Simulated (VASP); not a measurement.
# Hf2Si (I4/mcm) in VASP: a series of runs, part 2 of 2

VASP 6.6.1.

### Step 4. Single point, PBEsol

INCAR reads:

```
SYSTEM = Hf2Si
PREC = Accurate
ENCUT = 520
EDIFF = 1E-6
ISMEAR = 0
SIGMA = 0.1
LREAL = .False.
LASPH = .True.
NELM = 100
ALGO = Normal
ISIF = 2
LWAVE = .False.
LCHARG = .True.
GGA = PS
LELF = .True.
LVHAR = .True.
NBANDS = 33
```

KPOINTS reads:

```
Automatic mesh
0
Gamma
  6 6 6
  0.5 0.5 0.5
```

POSCAR reads:

```
Hf2Si
1.0
   -3.2753522240      3.2753522240      2.5828233930
    3.2753522240     -3.2753522240      2.5828233930
    3.2753522240      3.2753522240     -2.5828233930
Hf Si
4 2
Direct
    0.8435136200      0.6564863800      0.5000000000
    0.3435136200      0.8435136200      0.1870272400
    0.1564863800      0.3435136200      0.5000000000
    0.6564863800      0.1564863800      0.8129727600
    0.7500000000      0.7500000000      0.0000000000
    0.2500000000      0.2500000000      0.0000000000
```

Potentials or basis: VASP PAW PBE potentials, release 64 (Hf_pv, Si).

Run with:

```bash
$ cat potpaw_PBE.64/Hf_pv/POTCAR potpaw_PBE.64/Si/POTCAR > POTCAR
$ mpirun -np 1 vasp_std > vasp.out
```

OUTCAR:

```text
SYSTEM = Hf2Si
   PREC = Accurate
   ENCUT = 520
   EDIFF = 1E-6
   ISMEAR = 0
   LREAL = .False.
   LASPH = .True.
   NELM = 100
   ISIF = 2
   GGA = PS

 ion  position               nearest neighbor table
   1  0.844  0.656  0.500-   6 2.79   5 2.79   5 2.79   6 2.79   3 2.90   3 3.11   3 3.11   4 3.30
                             2 3.30   4 3.30   2 3.30   4 3.50   2 3.50   2 3.50   4 3.50
   2  0.344  0.844  0.187-   5 2.79   6 2.79   6 2.79   5 2.79   4 2.90   4 3.11   4 3.11   1 3.30
                             3 3.30   3 3.30   1 3.30   1 3.50   3 3.50   1 3.50   3 3.50
   3  0.156  0.344  0.500-   5 2.79   6 2.79   6 2.79   5 2.79   1 2.90   1 3.11   1 3.11   4 3.30
                             2 3.30   4 3.30   2 3.30   4 3.50   2 3.50   4 3.50   2 3.50
   4  0.656  0.156  0.813-   5 2.79   6 2.79   6 2.79   5 2.79   2 2.90   2 3.11   2 3.11   1 3.30
                             3 3.30   3 3.30   1 3.30   1 3.50   3 3.50   1 3.50   3 3.50
   5  0.750  0.750  0.000-   6 2.58   6 2.58   2 2.79   4 2.79   4 2.79   2 2.79   1 2.79   1 2.79
                             3 2.79   3 2.79
   6  0.250  0.250  0.000-   5 2.58   5 2.58   2 2.79   4 2.79   4 2.79   2 2.79   3 2.79   1 2.79
                             1 2.79   3 2.79

  LATTYP: Found a body centered tetragonal cell.
 ALAT       =     6.5507044480
 C/A-ratio  =     0.7885635548

  Lattice vectors:

 A1 = (  -3.2753522240,   3.2753522240,   2.5828233930)
 A2 = (   3.2753522240,  -3.2753522240,   2.5828233930)
 A3 = (   3.2753522240,   3.2753522240,  -2.5828233930)

Analysis of symmetry for initial positions (statically):
=====================================================================
 Subroutine PRICEL returns:
 Original cell was already a primitive cell.

 Routine SETGRP: Setting up the symmetry group for a
 body centered tetragonal supercell.

 Subroutine GETGRP returns: Found 16 space group operations
 (whereof  8 operations were pure point group operations)
 out of a pool of 16 trial point group operations.

The static configuration has the point symmetry C_4h.
 The point group associated with its full space group is D_4h.

Analysis of symmetry for dynamics (positions and initial velocities):
=====================================================================
 Subroutine PRICEL returns:
 Original cell was already a primitive cell.

 Routine SETGRP: Setting up the symmetry group for a
 body centered tetragonal supercell.

 Subroutine GETGRP returns: Found 16 space group operations
 (whereof  8 operations were pure point group operations)
 out of a pool of 16 trial point group operations.

The dynamic configuration has the point symmetry C_4h.
 The point group associated with its full space group is D_4h.

 Subroutine INISYM returns: Found 16 space group operations
 (whereof  8 operations are pure point group operations),
 and found     1 'primitive' translations

----------------------------------------------------------------------------------------

                                     Primitive cell

  volume of cell :     110.8334

  direct lattice vectors                    reciprocal lattice vectors
    -3.275352224  3.275352224  2.582823393     0.000000000  0.152655338  0.193586600
     3.275352224 -3.275352224  2.582823393     0.152655338  0.000000000  0.193586600
     3.275352224  3.275352224 -2.582823393     0.152655338  0.152655338  0.000000000

  length of vectors
[... 43 lines left out ...]
 Found     28 irreducible k-points:

 Following reciprocal coordinates:
            Coordinates               Weight
  0.083333  0.083333  0.083333      8.000000
  0.250000  0.083333  0.083333     16.000000
  0.416667  0.083333  0.083333      8.000000
 -0.083333  0.083333  0.083333      4.000000
  0.250000  0.250000  0.083333      8.000000
  0.416667  0.250000  0.083333     16.000000
[... 16 lines left out ...]
 -0.250000  0.416667  0.250000      8.000000
 -0.416667 -0.416667  0.250000      8.000000
 [... further k-points ...]
   k-points           NKPTS =     28   k-points in BZ     NKDIM =     28   number of bands    NBANDS=     33
   number of dos      NEDOS =    301   number of ions     NIONS =      6
   total plane-waves  NPLWV =  64000
   dimension x,y,z NGX =    40 NGY =   40 NGZ =   40
   dimension x,y,z NGXF=    80 NGYF=   80 NGZF=   80
   ions per type =               4   2
   NGX,Y,Z   is equivalent  to a cutoff of  12.54, 12.54, 12.54 a.u.
   NGXF,Y,Z  is equivalent  to a cutoff of  25.08, 25.08, 25.08 a.u.
 SYSTEM =  Hf2Si
   PREC   = accura    normal or accurate (medium, high low for compatibility)
   ISTART =      0    job   : 0-new  1-cont  2-samecut
   ICHARG =      2    charge: 1-file 2-atom 10-const
   ISPIN  =      1    spin polarized calculation?
   LNONCOLLINEAR =      F non collinear calculations
   LSORBIT =      F    spin-orbit coupling
   LASPH  =      T    aspherical Exc in radial PAW
   ENCUT  =  520.0 eV  38.22 Ry    6.18 a.u.   9.86  9.86  9.86*2*pi/ulx,y,z
   NELM   =    100;   NELMIN=  2; NELMDL= -5     # of ELM steps
   EDIFF  = 0.1E-05   stopping-criterion for ELM
   LREAL  =      F    real-space projection
   EDIFFG = 0.1E-04   stopping-criterion for IOM
   NSW    =      0    number of steps for IOM
   IBRION =     -1    ionic relax: 0-MD 1-quasi-New 2-CG
   NFREE  =      0    steps in history (QN), initial steepest desc. (CG)
   ISIF   =      2    stress and relaxation
   ISYM   =      2    0-nonsym 1-usesym 2-fastsym
   POTIM  = 0.5000    time-step for ionic-motion
   TEBEG  =    0.0;   TEEND  =   0.0 temperature during run
   PSTRESS=    0.0 pullay stress
   NELECT =      48.0000    total number of electrons
   NUPDOWN=      -1.0000    fix difference up-down
   EMIN   =  10.00;   EMAX   =-10.00  energy-range for DOS
   EFERMI =   0.00;   METHOD = LEGACY
   ISMEAR =     0;   SIGMA  =   0.10  broadening in eV -4-tet -1-fermi 0-gaus
   EFERMI_NEDOS =   21; number of points for ismear=-14 and -15
   IALGO  =     38    algorithm
   IMIX   =      4    mixing-type and parameters
     AMIX     =   0.40;   BMIX     =  1.00
     AMIX_MAG =   1.60;   BMIX_MAG =  1.00
  volume/ion in A,a.u.               =      18.47       124.66
  Fermi-wavevector in a.u.,A,eV,Ry     =   1.238602  2.340618 20.873162  1.534134
  Thomas-Fermi vector in A             =   2.373120
   LORBIT       =      0    0 simple, 1 ext, 2 COOP (PROOUT), +10 PAW based schemes
   GGA     = PS    functional components
   LHFCALC =     F    Hartree Fock is set to
   AEXX    =    0.0000 exact exchange contribution
   IVDW    =     0    specifies the selected vdW correction
   LEPSILON=     F    determine dielectric tensor
   LRPA    =     F    only Hartree local field effects (RPA)
 non-spin polarized calculation
 Gauss-broadening in eV      SIGMA  =   0.10
  energy-cutoff  :      520.00
  volume of cell :      110.83
 maximum number of plane-waves:      3000
   NGX = 19   NGY = 19   NGZ = 19

 number of electron      48.0000004 magnetization

 Free energy of the ion-electron system (eV)
  ---------------------------------------------------
  ext. energy  EPLUGINS =         0.00000000
  ---------------------------------------------------
  free energy    TOTEN  =       -58.29059401 eV

  energy without entropy =      -58.27602151  energy(sigma->0) =      -58.28330776

 E-fermi :   6.0114     XC(G=0): -11.6495

 val. band max:        6.0008061794   @ k =  -0.2500  -0.4167   0.2500
 cond. band min:       6.0271295433   @ k =  -0.0833  -0.2500   0.0833
 fundamental gap:      0.0263233639
 Fermi energy:         6.0113994515

 k-point     1 :       0.0833    0.0833    0.0833
  band No.  band energies     occupation
      1     -24.3180      2.00000
      2     -24.3046      2.00000
      3     -24.2122      2.00000
      4     -24.1762      2.00000
      5     -24.0943      2.00000
      6     -24.0794      2.00000
[... 853 lines left out ...]
     32       9.5573      0.00000
     33      10.3772      0.00000

 [... further k-points ...]
[... 5 lines left out ...]
  --------------------------------------------------------------------------------------
  -------------------------------------------------------------------------------------
  Total       -1.8402007     -1.8402007     -1.5984840      0.0000000      0.0000000      0.0000000
  in kB      -26.6014342    -26.6014342    -23.1072438      0.0000000      0.0000000      0.0000000
  external PRESSURE =     -25.4367041 kB  Pullay stress =       0.0000000 kB

 VOLUME and BASIS-vectors are now :
 -----------------------------------------------------------------------------
  energy-cutoff  :      520.00
  volume of cell :      110.83
      direct lattice vectors                 reciprocal lattice vectors
    -3.275352224  3.275352224  2.582823393     0.000000000  0.152655338  0.193586600
     3.275352224 -3.275352224  2.582823393     0.152655338  0.000000000  0.193586600
     3.275352224  3.275352224 -2.582823393     0.152655338  0.152655338  0.000000000

 POSITION                                       TOTAL-FORCE (eV/Angst)
 -----------------------------------------------------------------------------------
      1.02510      2.25026      2.58282         0.015799     -0.015799     -0.000000
      2.25026     -1.02510      2.58282        -0.015799     -0.015799     -0.000000
      2.25026      1.02510      0.00000        -0.015799      0.015799     -0.000000
      1.02510      4.30045     -0.00000         0.015799      0.015799      0.000000
      0.00000      0.00000      3.87424         0.000000     -0.000000     -0.000000
      0.00000      0.00000      1.29141         0.000000     -0.000000     -0.000000
 -----------------------------------------------------------------------------------
    total drift:                               -0.000000      0.000000     -0.000000

  FREE ENERGIE OF THE ION-ELECTRON SYSTEM (eV)
  ---------------------------------------------------
  free  energy   TOTEN  =       -58.2905940101 eV

  energy  without entropy=      -58.2760215086  energy(sigma->0) =      -58.28330776
```

Run time: 41 s. Hardware: 1 thread of Intel Xeon 6975P-C (Granite Rapids), shared host; peak memory 0.28 GiB.

Results:

```yaml
Free_energy: -58.2906 eV
Pressure: -2.5 GPa
Largest_force: 0.022 eV/Å
Band_gap_on_the_k_mesh: zero (band 24 reaches 6.47 eV, above the bottom of band 25 at 5.95 eV)
```

Forces on the atoms (eV/Å):
```
Hf   0.016 -0.016  0.000
Hf  -0.016 -0.016  0.000
Hf  -0.016  0.016  0.000
Hf   0.016  0.016  0.000
Si   0.000  0.000  0.000
Si   0.000  0.000  0.000
```

Caveat: the PAW data sets were made with another functional, which shifts forces and pressure a little; spin-orbit coupling is left out, which moves the levels of the heavy elements.

### Step 5. Summary

```tsv
k mesh	smearing	gap on the mesh (eV)	pressure (GPa)	largest force (eV/Å)
5 × 5 × 5	gaussian 0.4 eV	none	-2.5	0.10
6 × 6 × 6	gaussian 0.1 eV	none	-2.6	0.02
6 × 6 × 6, shifted	gaussian 0.1 eV	none	-2.5	0.02
```

Alike in all rows: task single point; level PBEsol; potentials or basis VASP PAW PBE potentials, release 64 (Hf_pv, Si); no spin polarisation; cell as given; cutoff (eV) 520.

Every run on the cell as given and a fine mesh finds a metal.

Caveats: the PAW data sets were made with another functional, which shifts forces and pressure a little; spin-orbit coupling is left out, which moves the levels of the heavy elements.

Absolute energies hang on the potentials; compare differences alone.
